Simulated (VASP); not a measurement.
Runs of VASP 6.6.1 on CoSi2. The structure is that of space group Fm-3m (No. 225), or close to it. The cells are those of the table. 

```csv
task,cell,cutoff (eV),gap on the mesh (eV),pressure (GPa)
single point,"a = 3.864 Å, angles 60.0°, 3 atoms",520,none,(b)
single point,"a = 3.752 Å, angles 60.0°, 3 atoms",520,none,5.7
single point,"a = 3.790 Å, angles 60.0°, 3 atoms",520,none,-0.2
single point,"a = 3.713 Å, angles 60.0°, 3 atoms",520,none,(a)
relaxation of cell and atoms,"relaxed from a = 3.787 Å, angles 60.0°, 3 atoms",600,none,0.0
single point,"a = 3.828 Å, angles 60.0°, 3 atoms",520,none,-5.2
```

Alike in all rows: level PBE; potentials or basis VASP PAW PBE potentials, release 64 (Co, Si); no spin polarisation; k mesh 14 × 14 × 14; smearing gaussian 0.1 eV.

Task: Estimate the missing entries.

Result: (a) 12.6; (b) -9.3.

A gap of «none» marks levels without a gap at the run's occupations.
